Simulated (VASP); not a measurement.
A run of VASP 6.6.1:

The input INCAR:

```
SYSTEM = Cu
PREC = Accurate ; ENCUT = 700
EDIFF = 1E-6 ; ISMEAR = 1
SIGMA = 0.1 ; LREAL = .False.
LASPH = .True. ; NELM = 120
ALGO = Normal ; ISIF = 2
LWAVE = .False. ; LCHARG = .False.
GGA = PE ; NBANDS = 26
GGA_COMPAT = .False.
```

KPOINTS

```
Automatic mesh
0
Gamma
  16 16 12
  0 0 0
```

Contents of POSCAR:

```
Cu
1.0
    2.5718166183      0.0000000000      0.0000000000
    0.0000000000      2.5718166183      0.0000000000
    0.0000000000      0.0000000000      3.6145157444
Cu
2
Direct
    0.0000000000      0.0000000000      0.0000000000
    0.5000000000      0.5000000000      0.5000000000
```

Potentials or basis: VASP PAW PBE potentials, release 64 (Cu_sv_GW).

Command:

```sh
$ cat potpaw_PBE.64/Cu_sv_GW/POTCAR > POTCAR
$ mpirun -np 1 vasp_std > vasp.out
```

Hardware: 1 thread of AMD EPYC 9R45 96-Core Processor (Zen 5), on a shared host.

Task: How long does it take, and how much memory?

Result: Wall time 2.3 min on 1 thread of AMD EPYC 9R45 96-Core Processor (Zen 5), with other jobs on the host, peak memory 0.36 GiB. Counts: scf iterations 13, k points 315.
